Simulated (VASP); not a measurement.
# Ca (C2/c) in VASP: notebook

The runs below take Ca through single point, with r2SCAN.

Program: VASP 6.6.1. These are calculated values, not measurements. Logs are shortened: lines on timing, memory, paths and dates and some standing lists are left out, and cuts for length are marked.

### Step 1. The cell of the first run

The typed cell holds 2 atoms: a = 3.883 Å, b = 3.883 Å, c = 7.474 Å, α = 105.07°, β = 105.07°, γ = 119.94°.

This isn't the form of Ca at room conditions, which is fcc.

### Step 2. Single point, r2SCAN (41.73 Å³/atom)

The input, POSCAR:

```
Ca
1.0
   -2.6070705717      2.1472310336      1.9160000425
    2.1472310336     -2.6070705717      1.9160000425
    4.9116559766      4.9116559766     -2.7581969987
Ca
2
Direct
    0.9579646699      0.0420353301      1.0000000000
    0.7920353301      0.2079646699      0.5000000000
```

The input, INCAR.step1:

```
SYSTEM = Ca
ALGO = Normal
EDIFF = 1E-4
ENCUT = 520
GGA = PE
ISMEAR = -1
LASPH = .True.
LCHARG = .False.
LREAL = .False.
LWAVE = .True.
NBANDS = 17
NELM = 80
PREC = Accurate
SIGMA = 0.1
```

The input, INCAR.step2:

```
SYSTEM = Ca
ALGO = Normal
EDIFF = 1E-6
ENCUT = 520
ISIF = 2
ISMEAR = -1
ISTART = 1
LASPH = .True.
LCHARG = .False.
LMIXTAU = .True.
LREAL = .False.
LWAVE = .False.
METAGGA = R2SCAN
NBANDS = 17
NELM = 80
PREC = Accurate
SIGMA = 0.1
```

The input, KPOINTS:

```
k-points
0
Gamma
  12 12 6
  0 0 0
```

Potentials or basis: VASP PAW PBE potentials, release 64 (Ca_sv).

Run with:

```console
$ cat potpaw_PBE.64/Ca_sv/POTCAR > POTCAR
$ cp INCAR.step1 INCAR
$ mpirun -np 1 vasp_std > vasp.out
$ cp INCAR.step2 INCAR
$ mpirun -np 1 vasp_std > vasp.out
```

OUTCAR:

```text
SYSTEM = Ca
   EDIFF = 1E-6
   ENCUT = 520
   ISIF = 2
   ISMEAR = -1
   ISTART = 1
   LASPH = .True.
   LREAL = .False.
   METAGGA = R2SCAN
   NELM = 80
   PREC = Accurate

 ion  position               nearest neighbor table
   1  0.958  0.042  0.000-
   2  0.792  0.208  0.500-

  Warning from LATTYP: Got some problem with cell dimensions!
  Tried to take original basis but could not verify dimensions!
  LATTYP: Found a base centered monoclinic cell.
 ALAT       =     3.8867890929
 B/A-ratio  =     1.7298591843
 C/A-ratio  =     1.6431906898
 COS(beta)  =    -0.0008286809

  Lattice vectors:

 A1 = (   2.6070705717,  -2.1472310336,  -1.9160000425)
 A2 = (  -2.1472310336,   2.6070705717,  -1.9160000425)
 A3 = (   4.4518164385,   4.4518164385,   1.0738030863)

Analysis of symmetry for initial positions (statically):
=====================================================================
 Subroutine PRICEL returns:
 Original cell was already a primitive cell.

 Routine SETGRP: Setting up the symmetry group for a
 base centered monoclinic supercell.

 Subroutine GETGRP returns: Found  4 space group operations
 (whereof  2 operations were pure point group operations)
 out of a pool of  4 trial point group operations.

The static configuration has the point symmetry C_2 .
 The point group associated with its full space group is C_2h.

Analysis of symmetry for dynamics (positions and initial velocities):
=====================================================================
 Subroutine PRICEL returns:
 Original cell was already a primitive cell.

 Routine SETGRP: Setting up the symmetry group for a
 base centered monoclinic supercell.

 Subroutine GETGRP returns: Found  4 space group operations
 (whereof  2 operations were pure point group operations)
 out of a pool of  4 trial point group operations.

The dynamic configuration has the point symmetry C_2 .
 The point group associated with its full space group is C_2h.

 Subroutine INISYM returns: Found  4 space group operations
 (whereof  2 operations are pure point group operations),
 and found     1 'primitive' translations

----------------------------------------------------------------------------------------

                                     Primitive cell

  volume of cell :      83.4529

[... 83 lines left out ...]
   LNONCOLLINEAR =      F non collinear calculations
   LSORBIT =      F    spin-orbit coupling
   LASPH  =      T    aspherical Exc in radial PAW
   ENCUT  =  520.0 eV  38.22 Ry    6.18 a.u.   7.22  7.22 13.90*2*pi/ulx,y,z
   NELM   =     80;   NELMIN=  2; NELMDL=  0     # of ELM steps
   EDIFF  = 0.1E-05   stopping-criterion for ELM
   LREAL  =      F    real-space projection
   EDIFFG = 0.1E-04   stopping-criterion for IOM
   NSW    =      0    number of steps for IOM
   IBRION =     -1    ionic relax: 0-MD 1-quasi-New 2-CG
   NFREE  =      0    steps in history (QN), initial steepest desc. (CG)
   ISIF   =      2    stress and relaxation
   ISYM   =      2    0-nonsym 1-usesym 2-fastsym
   POTIM  = 0.5000    time-step for ionic-motion
   TEBEG  =    0.0;   TEEND  =   0.0 temperature during run
   PSTRESS=    0.0 pullay stress
   NELECT =      20.0000    total number of electrons
   NUPDOWN=      -1.0000    fix difference up-down
   EMIN   =  10.00;   EMAX   =-10.00  energy-range for DOS
   EFERMI =   0.00;   METHOD = LEGACY
   ISMEAR =    -1;   SIGMA  =   0.10  broadening in eV -4-tet -1-fermi 0-gaus
   EFERMI_NEDOS =   21; number of points for ismear=-14 and -15
   IALGO  =     38    algorithm
   IMIX   =      4    mixing-type and parameters
     AMIX     =   0.40;   BMIX     =  1.00
     AMIX_MAG =   1.60;   BMIX_MAG =  1.00
  volume/ion in A,a.u.               =      41.73       281.58
  Fermi-wavevector in a.u.,A,eV,Ry     =   1.016883  1.921630 14.069119  1.034051
  Thomas-Fermi vector in A             =   2.150252
   LORBIT       =      0    0 simple, 1 ext, 2 COOP (PROOUT), +10 PAW based schemes
   METAGGA = R2SCAN    functional components
   LHFCALC =     F    Hartree Fock is set to
   AEXX    =    0.0000 exact exchange contribution
   IVDW    =     0    specifies the selected vdW correction
   LEPSILON=     F    determine dielectric tensor
   LRPA    =     F    only Hartree local field effects (RPA)
 non-spin polarized calculation
  energy-cutoff  :      520.00
  volume of cell :       83.45
 maximum number of plane-waves:      2268
 NGX is ok and might be reduce to    30
   NGX = 15   NGY = 15   NGZ = 27

 number of electron      20.0000000 magnetization

 Free energy of the ion-electron system (eV)
  ---------------------------------------------------
  ext. energy  EPLUGINS =         0.00000000
  ---------------------------------------------------
  free energy    TOTEN  =       -14.07766399 eV

  energy without entropy =      -13.99819626  energy(sigma->0) =      -14.03793013

 E-fermi :   2.0956     XC(G=0):  -8.2577

 val. band max:        2.0930591873   @ k =  -0.3333   0.0000   0.3333
 cond. band min:       2.1000944550   @ k =   0.5000   0.1667   0.3333
 fundamental gap:      0.0070352677
 Fermi energy:         2.0956056275

 k-point     1 :       0.0000    0.0000    0.0000
  band No.  band energies     occupation
      1     -41.6863      2.00000
      2     -41.6714      2.00000
      3     -21.8582      2.00000
      4     -21.7371      2.00000
      5     -21.7367      2.00000
      6     -21.7169      2.00000
[... 457 lines left out ...]
      4     -21.8233      2.00000
      5     -21.7806      2.00000
      6     -21.7714      2.00000
[... 9 lines left out ...]
     16       5.6581      0.00000
     17       6.1264      0.00000

 [... further k-points ...]

------------------------ aborting loop because EDIFF is reached ----------------------------------------

  FORCE on cell =-STRESS in cart. coord.  units (eV):
  Direction    XX          YY          ZZ          XY          YZ          ZX
  --------------------------------------------------------------------------------------
  -------------------------------------------------------------------------------------
  Total        0.4508480      0.4508480      0.4439420     -0.0032198     -0.0015798     -0.0015798
  in kB        8.6556414      8.6556414      8.5230551     -0.0618160     -0.0303294     -0.0303291
  external PRESSURE =       8.6114460 kB  Pullay stress =       0.0000000 kB

 VOLUME and BASIS-vectors are now :
 -----------------------------------------------------------------------------
  energy-cutoff  :      520.00
  volume of cell :       83.45
      direct lattice vectors                 reciprocal lattice vectors
    -2.607070572  2.147231034  1.916000042    -0.026600855  0.183734980  0.279816404
     2.147231034 -2.607070572  1.916000042     0.183734980 -0.026600855  0.279816404
     4.911655977  4.911655977 -2.758196999     0.109154274  0.109154274  0.026196999

 POSITION                                       TOTAL-FORCE (eV/Angst)
 -----------------------------------------------------------------------------------
     -2.40722      1.94738      1.91600        -0.000164      0.000164      0.000000
      0.83748      3.61433      0.53690         0.000164     -0.000164     -0.000000
 -----------------------------------------------------------------------------------
    total drift:                                0.000000     -0.000000      0.000000

  FREE ENERGIE OF THE ION-ELECTRON SYSTEM (eV)
  ---------------------------------------------------
  free  energy   TOTEN  =       -14.0776639928 eV

  energy  without entropy=      -13.9981962591  energy(sigma->0) =      -14.03793013
```

OSZICAR.step1:

```text
N       E                     dE             d eps       ncg     rms          rms(c)
DAV:   1     0.159657862149E+03    0.15966E+03   -0.94180E+03  8228   0.105E+03
DAV:   2     0.424730539552E+01   -0.15541E+03   -0.15361E+03  9149   0.313E+02
DAV:   3    -0.368985887440E+01   -0.79372E+01   -0.78774E+01 15861   0.513E+01
DAV:   4    -0.390480422268E+01   -0.21495E+00   -0.21441E+00 10365   0.847E+00
DAV:   5    -0.391464057202E+01   -0.98363E-02   -0.98291E-02 13895   0.124E+00    0.307E+00
DAV:   6    -0.389648366625E+01    0.18157E-01   -0.27331E-02 10600   0.153E+00    0.187E+00
DAV:   7    -0.389212891546E+01    0.43548E-02   -0.36788E-02 10706   0.196E+00    0.138E-01
DAV:   8    -0.389123908971E+01    0.88983E-03   -0.40644E-03 10321   0.542E-01    0.211E-02
DAV:   9    -0.389126990913E+01   -0.30819E-04   -0.26645E-04 10093   0.795E-02
   1 F= -.38912699E+01 E0= -.38476620E+01  d E =-.872159E-01
```

Run time: 9.3 min. Hardware: 1 thread of Intel Xeon 6975P-C (Granite Rapids), shared host; peak memory 0.43 GiB.

Results:

```
Free energy            : -14.0777 eV
Pressure               : 0.9 GPa
Band gap on the k mesh : zero (bands 10 and 11 overlap by 0.69 eV)
```

Levels at points of the mesh, in eV from the Fermi level:
```
           k point  band 8  band 9  band 10  band 11  band 12  band 13
(0.00, 0.00, 0.00)  -23.80   -4.37    -1.03    -0.36     2.62     2.64
(0.50, 0.00, 0.00)  -23.84   -0.67    -0.67     0.04     0.04     1.68
(0.50, 0.50, 0.00)  -23.83   -1.14    -0.80     0.27     0.49     1.53
(0.00, 0.00, 0.50)  -23.82   -3.28    -3.28     1.60     1.60     2.64
(0.50, 0.00, 0.50)  -23.83   -1.14    -0.81     0.27     0.49     1.52
(0.50, 0.50, 0.50)  -23.84   -0.67    -0.67     0.05     0.05     1.69
```

Caveat: the PAW data sets were made with another functional, which shifts forces and pressure a little.

### Step 3. Single point, r2SCAN (43.47 Å³/atom)

This run uses another cell than the first one, of 43.47 Å³/atom.

The input, POSCAR:

```
Ca
1.0
   -2.6427883056      2.1766488129      1.9422498803
    2.1766488129     -2.6427883056      1.9422498803
    4.9789472971      4.9789472971     -2.7959852150
Ca
2
Direct
    0.9579646699      0.0420353301      1.0000000000
    0.7920353301      0.2079646699      0.5000000000
```

The input, INCAR.step1:

```
PREC = Accurate ; ENCUT = 520
ISMEAR = -1 ; SIGMA = 0.1
LREAL = F ; LASPH = T
NELM = 60 ; NBANDS = 17
GGA = PE ; ALGO = Normal
EDIFF = 1E-4 ; LWAVE = T
LCHARG = F
```

The input, INCAR.step2:

```
PREC = Accurate ; ENCUT = 520
EDIFF = 1E-6 ; ISMEAR = -1
SIGMA = 0.1 ; LREAL = F
LASPH = T ; NELM = 60
ALGO = Normal ; ISIF = 2
LWAVE = F ; LCHARG = F
METAGGA = R2SCAN ; LMIXTAU = T
NBANDS = 17 ; ISTART = 1
```

The input, KPOINTS:

```
regular mesh
0
Gamma
  12 12 6
```

Potentials or basis: VASP PAW PBE potentials, release 64 (Ca_sv).

Run with:

```console
$ cat potpaw_PBE.64/Ca_sv/POTCAR > POTCAR
$ cp INCAR.step1 INCAR
$ mpirun -np 1 vasp_std > vasp.out
$ cp INCAR.step2 INCAR
$ mpirun -np 1 vasp_std > vasp.out
```

Wall time 11 min (1 thread of Intel Xeon 6975P-C (Granite Rapids), shared host); peak memory 0.44 GiB.

The run converged. Its results:

```
Free energy            : -14.0882 eV
Pressure               : 0.0 GPa
Band gap on the k mesh : zero (bands 10 and 11 overlap by 0.73 eV)
```

Levels at points of the mesh, in eV from the Fermi level:
```tsv
k point	band 7	band 8	band 9	band 10	band 11	band 12	band 13	band 14
(0.00, 0.00, 0.00)	-23.91	-23.90	-4.29	-1.01	-0.39	2.57	2.59	2.61
(0.50, 0.00, 0.00)	-23.94	-23.94	-0.65	-0.64	0.01	0.01	1.67	1.67
(0.50, 0.50, 0.00)	-23.93	-23.93	-1.13	-0.81	0.30	0.52	1.50	2.10
(0.00, 0.00, 0.50)	-23.92	-23.92	-3.24	-3.24	1.58	1.58	2.59	2.59
(0.50, 0.00, 0.50)	-23.93	-23.93	-1.13	-0.81	0.31	0.52	1.48	2.09
(0.50, 0.50, 0.50)	-23.94	-23.94	-0.64	-0.64	0.01	0.01	1.67	1.67
```

Caveat: the PAW data sets were made with another functional, which shifts forces and pressure a little.

The gap in the log of VASP goes by the Fermi energy; the results here count the filled bands.